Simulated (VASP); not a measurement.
Set up this calculation in VASP 6.6.1, as the native input.

* Task: single point
* Functional: PBE
* Potentials or basis: VASP PAW PBE potentials, release 64 (Nb_sv)
* Cutoff: 520 eV
* k mesh: 16 × 16 × 16
* Occupations: fermi-dirac, width 0.05 eV
* Spin: collinear spin, ferromagnetic start
* Starting moments: [1.6] μB
* Fixed moment: 1.6 μB
* Dipole correction: no
* Further INCAR settings: ALGO = Normal; EDIFF = 1e-06; NBANDS = 16

The structure of Nb lies in POSCAR:

```
Nb
1.0
   -1.6639500000      1.6639500000      1.6639500000
    1.6639500000     -1.6639500000      1.6639500000
    1.6639500000      1.6639500000     -1.6639500000
Nb
1
Direct
    0.0000000000      0.0000000000      0.0000000000
```

One way to write it, as run:

INCAR

```
SYSTEM = Nb
ALGO = Normal
EDIFF = 1E-6
ENCUT = 520
GGA = PE
ISIF = 2
ISMEAR = -1
ISPIN = 2
LASPH = .TRUE.
LCHARG = .TRUE.
LELF = .TRUE.
LMAXMIX = 4
LORBIT = 11
LREAL = .FALSE.
LVHAR = .TRUE.
LWAVE = .FALSE.
MAGMOM = 1.6
NBANDS = 16
NELM = 150
NUPDOWN = 1.6
PREC = Accurate
SIGMA = 0.05
```

KPOINTS

```
k-points
0
G
  16 16 16
  0 0 0
```

Potentials or basis: VASP PAW PBE potentials, release 64 (Nb_sv).

Run with:

```bash
$ cat potpaw_PBE.64/Nb_sv/POTCAR > POTCAR
$ mpirun -np 1 vasp_std > vasp.out
```

Results of the run:

* Pressure: 8.8 GPa
* Net moment: 1.60 μB per cell
* Site moments: Nb +1.03 μB
* Valence electrons inside the program's atomic spheres: Nb 10.71

Caveat: the total moment is fixed, so each spin has its own Fermi level.

It took 61 s on 1 thread of AMD EPYC 9R14 (Zen 4) (shared host), peak memory 0.16 GiB.
